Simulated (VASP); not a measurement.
# Al2Cu (scan) (I4/mcm) in VASP: notebook

Runs on Al2Cu (scan). Level: r2SCAN. Tasks: single point.

Everything below comes from runs of VASP 6.6.1. Logs are shortened: lines on timing, memory, paths and dates and some standing lists are left out, and cuts for length are marked.

## 1. The cell of the first run

Symmetry: I4/mcm, No. 140, tetragonal system. The conventional cell has a = 5.998 Å, b = 5.998 Å, c = 4.785 Å, α = 90.00°, β = 90.00°, γ = 90.00°. Al (site symmetry m2m) has 4 Cu at 2.56 Å and 11 Al at 2.69 to 3.19 Å within 3.4 Å. Cu (site symmetry 422) has 2 Cu at 2.39 Å and 8 Al at 2.56 Å within 3.2 Å.

## 2. Single point, r2SCAN

Contents of POSCAR:

```
Al2Cu
1.0
   -2.9988978300      2.9988978300      2.3927372900
    2.9988978300     -2.9988978300      2.3927372900
    2.9988978300      2.9988978300     -2.3927372900
Al Cu
4 2
Direct
    0.3413930800      0.1586069200      0.5000000000
    0.1586069200      0.6586069200      0.8172138400
    0.8413930800      0.3413930800      0.1827861600
    0.6586069200      0.8413930800      0.5000000000
    0.7500000000      0.7500000000      0.0000000000
    0.2500000000      0.2500000000      0.0000000000
```

Contents of INCAR.step1:

```
SYSTEM = Al2Cu
  ALGO = Normal
  EDIFF = 1E-4
  ENCUT = 520
  GGA = PE
  ISMEAR = 0
  LASPH = .TRUE.
  LCHARG = .FALSE.
  LREAL = .FALSE.
  LWAVE = .TRUE.
  NBANDS = 26
  NELM = 100
  PREC = Accurate
  SIGMA = 0.1
```

Contents of INCAR.step2:

```
SYSTEM = Al2Cu
  ALGO = Normal
  EDIFF = 1E-6
  ENCUT = 520
  ISIF = 2
  ISMEAR = 0
  ISTART = 1
  LASPH = .TRUE.
  LCHARG = .FALSE.
  LMIXTAU = .TRUE.
  LREAL = .FALSE.
  LWAVE = .FALSE.
  METAGGA = R2SCAN
  NBANDS = 26
  NELM = 100
  PREC = Accurate
  SIGMA = 0.1
```

Contents of KPOINTS:

```
k-points
0
G
  6 6 6
  0 0 0
```

Potentials or basis: VASP PAW PBE potentials, release 64 (Al, Cu).

Run with:

```console
$ cat potpaw_PBE.64/Al/POTCAR potpaw_PBE.64/Cu/POTCAR > POTCAR
$ cp INCAR.step1 INCAR
$ mpirun -np 1 vasp_std > vasp.out
$ cp INCAR.step2 INCAR
$ mpirun -np 1 vasp_std > vasp.out
```

OUTCAR:

```text
SYSTEM = Al2Cu
   EDIFF = 1E-6
   ENCUT = 520
   ISIF = 2
   ISMEAR = 0
   ISTART = 1
   LASPH = .TRUE.
   LREAL = .FALSE.
   METAGGA = R2SCAN
   NELM = 100
   PREC = Accurate

 ion  position               nearest neighbor table
   1  0.341  0.159  0.500-   5 2.56   6 2.56   6 2.56   5 2.56   4 2.69   4 2.85   4 2.85   2 3.06
                             3 3.06   2 3.06   3 3.06   2 3.19   3 3.19   3 3.19   2 3.19
   2  0.159  0.659  0.817-   5 2.56   6 2.56   5 2.56   6 2.56   3 2.69   3 2.85   3 2.85   1 3.06
                             4 3.06   4 3.06   1 3.06   1 3.19   4 3.19   1 3.19   4 3.19
   3  0.841  0.341  0.183-   5 2.56   6 2.56   5 2.56   6 2.56   2 2.69   2 2.85   2 2.85   1 3.06
                             4 3.06   4 3.06   1 3.06   1 3.19   4 3.19   4 3.19   1 3.19
   4  0.659  0.841  0.500-   6 2.56   5 2.56   5 2.56   6 2.56   1 2.69   1 2.85   1 2.85   2 3.06
                             3 3.06   2 3.06   3 3.06   2 3.19   3 3.19   2 3.19   3 3.19
   5  0.750  0.750  0.000-   6 2.39   6 2.39   2 2.56   3 2.56   2 2.56   3 2.56   4 2.56   1 2.56
                             4 2.56   1 2.56
   6  0.250  0.250  0.000-   5 2.39   5 2.39   2 2.56   3 2.56   2 2.56   3 2.56   1 2.56   1 2.56
                             4 2.56   4 2.56

  LATTYP: Found a body centered tetragonal cell.
 ALAT       =     5.9977956600
 C/A-ratio  =     0.7978722269

  Lattice vectors:

 A1 = (  -2.9988978300,   2.9988978300,   2.3927372900)
 A2 = (   2.9988978300,  -2.9988978300,   2.3927372900)
 A3 = (   2.9988978300,   2.9988978300,  -2.3927372900)

Analysis of symmetry for initial positions (statically):
=====================================================================
 Subroutine PRICEL returns:
 Original cell was already a primitive cell.

 Routine SETGRP: Setting up the symmetry group for a
 body centered tetragonal supercell.

 Subroutine GETGRP returns: Found 16 space group operations
 (whereof  8 operations were pure point group operations)
 out of a pool of 16 trial point group operations.

The static configuration has the point symmetry C_4h.
 The point group associated with its full space group is D_4h.

Analysis of symmetry for dynamics (positions and initial velocities):
=====================================================================
 Subroutine PRICEL returns:
 Original cell was already a primitive cell.

 Routine SETGRP: Setting up the symmetry group for a
 body centered tetragonal supercell.

 Subroutine GETGRP returns: Found 16 space group operations
 (whereof  8 operations were pure point group operations)
 out of a pool of 16 trial point group operations.

The dynamic configuration has the point symmetry C_4h.
 The point group associated with its full space group is D_4h.

 Subroutine INISYM returns: Found 16 space group operations
 (whereof  8 operations are pure point group operations),
 and found     1 'primitive' translations

----------------------------------------------------------------------------------------

                                     Primitive cell

  volume of cell :      86.0753

  direct lattice vectors                    reciprocal lattice vectors
    -2.998897830  2.998897830  2.392737290     0.000000000  0.166727921  0.208965691
     2.998897830 -2.998897830  2.392737290     0.166727921  0.000000000  0.208965691
     2.998897830  2.998897830 -2.392737290     0.166727921  0.166727921  0.000000000

  length of vectors
     4.869493621  4.869493621  4.869493621     0.267329122  0.267329122  0.235788887

  position of ions in fractional coordinates (direct lattice)
     0.341393080  0.158606920  0.500000000
     0.158606920  0.658606920  0.817213840
     0.841393080  0.341393080  0.182786160
     0.658606920  0.841393080  0.500000000
     0.750000000  0.750000000  0.000000000
     0.250000000  0.250000000  0.000000000

  ion indices of the primitive-cell ions
   primitive index   ion index
                 1           1
                 2           2
                 3           3
                 4           4
                 5           5
                 6           6

----------------------------------------------------------------------------------------

 KPOINTS: k-points

Automatic generation of k-mesh.
 Grid dimensions read from file:
 generate k-points for:    6    6    6

 Generating k-lattice:

  Cartesian coordinates                     Fractional coordinates (reciprocal lattice)
     0.000000000  0.027787987  0.034827615     0.166666667 -0.000000000  0.000000000
     0.027787987  0.000000000  0.034827615    -0.000000000  0.166666667  0.000000000
     0.027787987  0.027787987  0.000000000     0.000000000  0.000000000  0.166666667

  Length of vectors
     0.044554854  0.044554854  0.039298148

  Shift w.r.t. Gamma in fractional coordinates (k-lattice)
     0.000000000  0.000000000  0.000000000

 Subroutine IBZKPT returns following result:
 ===========================================

 Found     30 irreducible k-points:

 Following reciprocal coordinates:
            Coordinates               Weight
  0.000000  0.000000  0.000000      1.000000
  0.166667 -0.000000  0.000000      8.000000
  0.333333 -0.000000  0.000000      8.000000
  0.500000  0.000000  0.000000      4.000000
  0.166667  0.166667  0.000000      8.000000
  0.333333  0.166667 -0.000000     16.000000
[... 16 lines left out ...]
 -0.333333 -0.333333  0.166667      8.000000
 -0.166667 -0.333333  0.166667      8.000000
 [... further k-points ...]
   k-points           NKPTS =     30   k-points in BZ     NKDIM =     30   number of bands    NBANDS=     26
   number of dos      NEDOS =    301   number of ions     NIONS =      6
   total plane-waves  NPLWV =  46656
   dimension x,y,z NGX =    36 NGY =   36 NGZ =   36
   dimension x,y,z NGXF=    72 NGYF=   72 NGZF=   72
   ions per type =               4   2
   NGX,Y,Z   is equivalent  to a cutoff of  12.29, 12.29, 12.29 a.u.
   NGXF,Y,Z  is equivalent  to a cutoff of  24.58, 24.58, 24.58 a.u.
 SYSTEM =  Al2Cu
   PREC   = accura    normal or accurate (medium, high low for compatibility)
   ISTART =      1    job   : 0-new  1-cont  2-samecut
   ICHARG =      0    charge: 1-file 2-atom 10-const
   ISPIN  =      1    spin polarized calculation?
   LNONCOLLINEAR =      F non collinear calculations
   LSORBIT =      F    spin-orbit coupling
   LASPH  =      T    aspherical Exc in radial PAW
   ENCUT  =  520.0 eV  38.22 Ry    6.18 a.u.   9.05  9.05  9.05*2*pi/ulx,y,z
   NELM   =    100;   NELMIN=  2; NELMDL=  0     # of ELM steps
   EDIFF  = 0.1E-05   stopping-criterion for ELM
   LREAL  =      F    real-space projection
   EDIFFG = 0.1E-04   stopping-criterion for IOM
   NSW    =      0    number of steps for IOM
   IBRION =     -1    ionic relax: 0-MD 1-quasi-New 2-CG
   NFREE  =      0    steps in history (QN), initial steepest desc. (CG)
   ISIF   =      2    stress and relaxation
   ISYM   =      2    0-nonsym 1-usesym 2-fastsym
   POTIM  = 0.5000    time-step for ionic-motion
   TEBEG  =    0.0;   TEEND  =   0.0 temperature during run
   PSTRESS=    0.0 pullay stress
   NELECT =      34.0000    total number of electrons
   NUPDOWN=      -1.0000    fix difference up-down
   EMIN   =  10.00;   EMAX   =-10.00  energy-range for DOS
   EFERMI =   0.00;   METHOD = LEGACY
   ISMEAR =     0;   SIGMA  =   0.10  broadening in eV -4-tet -1-fermi 0-gaus
   EFERMI_NEDOS =   21; number of points for ismear=-14 and -15
   IALGO  =     38    algorithm
   IMIX   =      4    mixing-type and parameters
     AMIX     =   0.40;   BMIX     =  1.00
     AMIX_MAG =   1.60;   BMIX_MAG =  1.00
  volume/ion in A,a.u.               =      14.35        96.81
  Fermi-wavevector in a.u.,A,eV,Ry     =   1.201181  2.269902 19.630964  1.442835
  Thomas-Fermi vector in A             =   2.336997
   LORBIT       =      0    0 simple, 1 ext, 2 COOP (PROOUT), +10 PAW based schemes
   METAGGA = R2SCAN    functional components
   LHFCALC =     F    Hartree Fock is set to
   AEXX    =    0.0000 exact exchange contribution
   IVDW    =     0    specifies the selected vdW correction
   LEPSILON=     F    determine dielectric tensor
   LRPA    =     F    only Hartree local field effects (RPA)
 non-spin polarized calculation
 Gauss-broadening in eV      SIGMA  =   0.10
  energy-cutoff  :      520.00
  volume of cell :       86.08
 maximum number of plane-waves:      2334
   NGX = 19   NGY = 19   NGZ = 19

 number of electron      34.0000017 magnetization

 Free energy of the ion-electron system (eV)
  ---------------------------------------------------
  ext. energy  EPLUGINS =         0.00000000
  ---------------------------------------------------
  free energy    TOTEN  =       -49.59452540 eV

  energy without entropy =      -49.57901232  energy(sigma->0) =      -49.58676886

 E-fermi :   8.3512     XC(G=0): -11.8836

 val. band max:        8.3374445221   @ k =   0.5000   0.3333   0.0000
 cond. band min:       8.3581699111   @ k =   0.5000   0.5000   0.1667
 fundamental gap:      0.0207253890
 Fermi energy:         8.3512198886

 k-point     1 :       0.0000    0.0000    0.0000
  band No.  band energies     occupation
      1      -3.3303      2.00000
      2       2.6181      2.00000
      3       2.8403      2.00000
      4       2.8404      2.00000
      5       2.8696      2.00000
      6       3.8211      2.00000
[... 18 lines left out ...]
     25      14.0478      0.00000
     26      14.5872      0.00000

 k-point     2 :       0.1667   -0.0000    0.0000
  band No.  band energies     occupation
      1      -3.0136      2.00000
      2       2.5814      2.00000
      3       2.7142      2.00000
      4       2.8167      2.00000
      5       2.9280      2.00000
      6       3.7542      2.00000
[... 18 lines left out ...]
     25      14.4101      0.00000
     26      15.0459      0.00000

 k-point     3 :       0.3333   -0.0000    0.0000
  band No.  band energies     occupation
      1      -2.0739      2.00000
      2       1.3871      2.00000
      3       2.5450      2.00000
      4       2.7340      2.00000
      5       3.0209      2.00000
      6       3.5480      2.00000
[... 572 lines left out ...]
 k-point    23 :      -0.3333   -0.3333    0.1667
  band No.  band energies     occupation
      1      -0.0891      2.00000
      2       0.4682      2.00000
      3       0.4847      2.00000
      4       2.6088      2.00000
      5       2.7995      2.00000
      6       3.2031      2.00000
[... 18 lines left out ...]
     25      15.6298      0.00000
     26      17.4185      0.00000

 k-point    24 :      -0.1667   -0.3333    0.1667
  band No.  band energies     occupation
      1      -1.4903      2.00000
      2       1.1923      2.00000
      3       2.1488      2.00000
      4       2.4849      2.00000
      5       3.1579      2.00000
      6       3.2105      2.00000
[... 18 lines left out ...]
     25      16.3087      0.00000
     26      16.3291      0.00000

 [... further k-points ...]
[... 5 lines left out ...]
  --------------------------------------------------------------------------------------
  -------------------------------------------------------------------------------------
  Total       -0.4576397     -0.4576397      1.2822994      0.0000000      0.0000000      0.0000000
  in kB       -8.5183592     -8.5183592     23.8683107      0.0000000      0.0000000      0.0000000
  external PRESSURE =       2.2771974 kB  Pullay stress =       0.0000000 kB

 VOLUME and BASIS-vectors are now :
 -----------------------------------------------------------------------------
  energy-cutoff  :      520.00
  volume of cell :       86.08
      direct lattice vectors                 reciprocal lattice vectors
    -2.998897830  2.998897830  2.392737290     0.000000000  0.166727921  0.208965691
     2.998897830 -2.998897830  2.392737290     0.166727921  0.000000000  0.208965691
     2.998897830  2.998897830 -2.392737290     0.166727921  0.166727921  0.000000000

 POSITION                                       TOTAL-FORCE (eV/Angst)
 -----------------------------------------------------------------------------------
      0.95129      2.04761      0.00000         0.030602     -0.030602      0.000000
      3.95019      0.95129     -0.00000         0.030602      0.030602      0.000000
     -0.95129      2.04761      2.39274        -0.030602     -0.030602     -0.000000
      2.04761      0.95129      2.39274        -0.030602      0.030602      0.000000
      0.00000      0.00000      3.58911         0.000000     -0.000000     -0.000000
      0.00000      0.00000      1.19637         0.000000      0.000000     -0.000000
 -----------------------------------------------------------------------------------
    total drift:                                0.000000     -0.000000      0.000000

  FREE ENERGIE OF THE ION-ELECTRON SYSTEM (eV)
  ---------------------------------------------------
  free  energy   TOTEN  =       -49.5945254040 eV

  energy  without entropy=      -49.5790123169  energy(sigma->0) =      -49.58676886
```

It took 2.1 min on 1 thread of Intel Xeon 6975P-C (Granite Rapids), shared host; peak memory 0.24 GiB.

Results:

| Property | Result |
| --- | --- |
| Free energy | -49.5945 eV |
| Pressure | 0.2 GPa |
| Largest force | 0.043 eV/Å |
| Band gap on the k mesh | zero (band 17 reaches 11.19 eV, above the bottom of band 18 at 6.71 eV) |

Forces on the atoms (eV/Å):
```
Al   0.031 -0.031  0.000
Al   0.031  0.031  0.000
Al  -0.031 -0.031  0.000
Al  -0.031  0.031  0.000
Cu   0.000  0.000  0.000
Cu   0.000  0.000  0.000
```

Stress tensor (GPa, compression positive):
```
-0.85  0.00  0.00
 0.00 -0.85  0.00
 0.00  0.00  2.39
```

Levels at points of the mesh, in eV from the Fermi level:
```csv
k point,band 14,band 15,band 16,band 17,band 18,band 19,band 20,band 21
"(0.00, 0.00, 0.00)",-2.20,-1.49,-1.37,-1.37,-0.98,-0.08,0.05,1.78
"(0.50, 0.00, 0.00)",-3.34,-2.79,-2.79,0.21,0.21,4.34,4.34,4.57
"(0.50, 0.50, 0.00)",-2.98,-1.73,-1.52,-0.78,-0.70,0.81,1.36,4.88
"(0.50, 0.50, 0.50)",-3.43,-3.43,-1.95,2.84,3.09,3.09,3.55,4.79
```

Caveat: the PAW data sets were made with another functional, which shifts forces and pressure a little.

## 3. Single point, r2SCAN

This run uses another cell than the first one, of 14.40 Å³/atom, 1.004 times its volume.

Contents of POSCAR:

```
Al2Cu
1.0
   -2.9960221504      2.9960221504      2.4066749702
    2.9960221504     -2.9960221504      2.4066749702
    2.9960221504      2.9960221504     -2.4066749702
Al Cu
4 2
Direct
    0.3406112328      0.1593887672      0.5000000000
    0.1593887672      0.6593887672      0.8187775344
    0.8406112328      0.3406112328      0.1812224656
    0.6593887672      0.8406112328      0.5000000000
    0.7500000000      0.7500000000      0.0000000000
    0.2500000000      0.2500000000      0.0000000000
```

Contents of INCAR.step1:

```
SYSTEM = Al2Cu
PREC = Accurate
ENCUT = 520
ISMEAR = 0
SIGMA = 0.1
LREAL = .FALSE.
LASPH = .TRUE.
NELM = 100
NBANDS = 26
GGA = PE
ALGO = Normal
EDIFF = 1E-4
LWAVE = .TRUE.
LCHARG = .FALSE.
```

Contents of INCAR.step2:

```
SYSTEM = Al2Cu
PREC = Accurate
ENCUT = 520
EDIFF = 1E-6
ISMEAR = 0
SIGMA = 0.1
LREAL = .FALSE.
LASPH = .TRUE.
NELM = 100
ALGO = Normal
ISIF = 2
LWAVE = .FALSE.
LCHARG = .FALSE.
METAGGA = R2SCAN
LMIXTAU = .TRUE.
NBANDS = 26
ISTART = 1
```

Contents of KPOINTS:

```
regular mesh
0
G
  10 10 10
  0 0 0
```

Potentials or basis: VASP PAW PBE potentials, release 64 (Al, Cu).

Run with:

```console
$ cat potpaw_PBE.64/Al/POTCAR potpaw_PBE.64/Cu/POTCAR > POTCAR
$ cp INCAR.step1 INCAR
$ mpirun -np 1 vasp_std > vasp.out
$ cp INCAR.step2 INCAR
$ mpirun -np 1 vasp_std > vasp.out
```

It took 6.3 min on 1 thread of Intel Xeon 6975P-C (Granite Rapids), shared host; peak memory 0.34 GiB.

The run converged. Its results:

```yaml
Free_energy: -49.5530 eV
Pressure: -0.2 GPa
Band_gap_on_the_k_mesh: zero (band 17 reaches 11.13 eV, above the bottom of band 18 at 6.38 eV)
```

Stress tensor (GPa, compression positive):
```
-0.20  0.00  0.00
 0.00 -0.20  0.00
 0.00  0.00 -0.10
```

Levels at points of the mesh, in eV from the Fermi level:
```tsv
k point	band 14	band 15	band 16	band 17	band 18	band 19	band 20	band 21
(0.00, 0.00, 0.00)	-2.12	-1.53	-1.40	-1.40	-0.97	-0.03	0.03	1.74
(0.50, 0.00, 0.00)	-3.32	-2.78	-2.78	0.24	0.24	4.36	4.36	4.61
(0.50, 0.50, 0.00)	-3.03	-1.68	-1.47	-0.78	-0.74	0.86	1.41	4.91
(0.50, 0.50, 0.50)	-3.44	-3.44	-1.96	2.83	3.09	3.09	3.53	4.75
```

Caveat: the PAW data sets were made with another functional, which shifts forces and pressure a little.
